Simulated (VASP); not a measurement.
**Hf2N: relaxation of shape and atoms at fixed volume with PBEsol**

The system is Hf2N.

```
Hf N
1.0
     5.33104    0.00000    0.00000
     0.00000    5.33104    0.00000
     0.00000    0.00000    3.24964
Hf N
4 2
Direct
  0.29531 0.29531 0.00000
  0.70469 0.70469 0.00000
  0.79531 0.20469 0.50000
  0.20469 0.79531 0.50000
  0.00000 0.00000 0.00000
  0.50000 0.50000 0.50000
```

```json
{
  "Program": "VASP 6.6.1",
  "Task": "relaxation of shape and atoms at fixed volume",
  "Functional": "PBEsol",
  "Potentials or basis": "VASP PAW PBE potentials, release 64 (Hf_pv, N)",
  "Cutoff": "600 eV",
  "k mesh": "8 × 8 × 12",
  "Occupations": "fermi-dirac, width 0.15 eV",
  "Spin": "no spin polarisation",
  "Dipole correction": "no",
  "Further INCAR settings": "ALGO = Normal; EDIFF = 1e-06; IBRION = 2; EDIFFG = -0.001; NSW = 80; ISIF = 4"
}
```

* Energy gained by relaxing: 0.1 meV/atom
* Ionic steps: 5
* Pressure after relaxing: -4.9 GPa
* Band gap on the k mesh: zero (bands 25 and 26 overlap by 2.64 eV)

Step by step:
```csv
step,energy change (eV),largest force (eV/Å),pressure (GPa),volume (Å³)
1,0.0000,0.0407,-4.95,92.35
2,-0.0003,0.0159,-4.92,92.35
3,-0.0003,0.0114,-4.91,92.35
4,-0.0004,0.0015,-4.91,92.35
5,-0.0004,0.0001,-4.91,92.35
```

Final structure:
```
Hf N
1.0
     5.33381    0.00000    0.00000
     0.00000    5.33381    0.00000
     0.00000    0.00000    3.24627
Hf N
4 2
Direct
  0.29572 0.29572 0.00000
  0.70428 0.70428 0.00000
  0.79572 0.20428 0.50000
  0.20428 0.79572 0.50000
  0.00000 0.00000 0.00000
  0.50000 0.50000 0.50000
```

Levels at points of the mesh, in eV from the Fermi level:
```
           k point  band 23  band 24  band 25  band 26  band 27  band 28
(0.00, 0.00, 0.00)    -0.17     0.77     1.04     1.08     1.08     1.50
(0.50, 0.00, 0.00)    -1.07    -1.07     1.38     1.38     1.84     1.84
(0.50, 0.50, 0.00)    -1.43    -1.43     1.04     1.04     1.47     1.47
(0.00, 0.00, 0.50)    -1.27    -1.27    -1.26    -1.26     2.13     2.13
(0.50, 0.00, 0.50)    -1.18    -1.18    -0.95    -0.95     1.73     1.73
(0.50, 0.50, 0.50)    -0.85    -0.85    -0.60    -0.60     1.24     1.24
```

Wall time 15 min on 1 thread of AMD EPYC 7R43 64-Core Processor (Zen 3), with other jobs on the host, peak memory 0.41 GiB.

Caveat: the PAW data sets were made with another functional, which shifts forces and pressure a little; spin-orbit coupling is left out, which moves the levels of the heavy elements.
